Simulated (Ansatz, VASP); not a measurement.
## One calculation of HfN, two programs

The input INCAR:

```
SYSTEM = HfN
  PREC = Accurate
  ENCUT = 520
  EDIFF = 1E-6
  ISMEAR = 0
  SIGMA = 0.15
  LREAL = .FALSE.
  LASPH = .TRUE.
  NELM = 100
  ALGO = Normal
  ISIF = 2
  LWAVE = .FALSE.
  LCHARG = .FALSE.
  GGA = CA
  NBANDS = 14
```

File KPOINTS:

```
Automatic mesh
0
G
  18 18 18
  0 0 0
```

The input POSCAR:

```
HfN
1.0
    0.0000000000      2.2674712500      2.2674712500
    2.2590000000      0.0084712500      2.2590000000
    2.2590000000      2.2590000000      0.0084712500
Hf N
1 1
Direct
    0.0000000000      0.0000000000      0.0000000000
    0.5000000000      0.5000000000      0.5000000000
```

Input for Ansatz:

```yaml
crystal:
  lattice:
    - [0.0, 2.26747125, 2.26747125]
    - [2.259, 0.00847125, 2.259]
    - [2.259, 2.259, 0.00847125]
  atoms:
    - { symbol: Hf, position: [0.0, 0.0, 0.0] }
    - { symbol: "N", position: [0.5, 0.5, 0.5] }
basis:
  ecutwfc: 420
kpoints:
  mp_grid: { grid: [18, 18, 18] }
hamiltonian:
  xc: lda
scf:
  occupations: { method: gaussian, width: 0.15 }
output:
  forces: true
  stress: true
  eigenvalues: true
```

Change from the starting cell: strain +0.0075 x Voigt [0, 0, 0, 1, 0, 0], atoms carried along.

Alike in both runs: task single point; functional LDA; k mesh 18 × 18 × 18; occupations gaussian, width 0.15 eV; no spin polarisation.

|  | VASP | Ansatz |
| --- | --- | --- |
| version | VASP 6.6.1 | Ansatz 0.2.0 |
| potentials or method | VASP PAW LDA potentials, release 64 (Hf_pv, N), cutoff 520 eV | scalar-relativistic, plane waves, PAW |
| valence electrons in the cell | 15 | 31 |

Ansatz gave:

| Quantity | Value |
| --- | --- |
| gap on the k mesh at the Fermi level (eV) | none |
| pressure (GPa) | -9.3 |
| traceless stress, the component that is largest in VASP (GPa) | -0.91 |

Task: Which values does VASP return?

Result: gap on the k mesh at the Fermi level (eV): none; pressure (GPa): -10.6; traceless stress, the component that is largest in VASP (GPa): -0.92.

LDA's correlation is that of Perdew and Zunger in VASP and of Perdew and Wang (1992) in Ansatz. A gap of «none» marks a metal or a gap that the smearing closes. VASP's potentials hold 15 valence electrons a cell and Ansatz's 31, so a difference there can come from the potentials and not from the codes.

Spin-orbit coupling is off throughout.
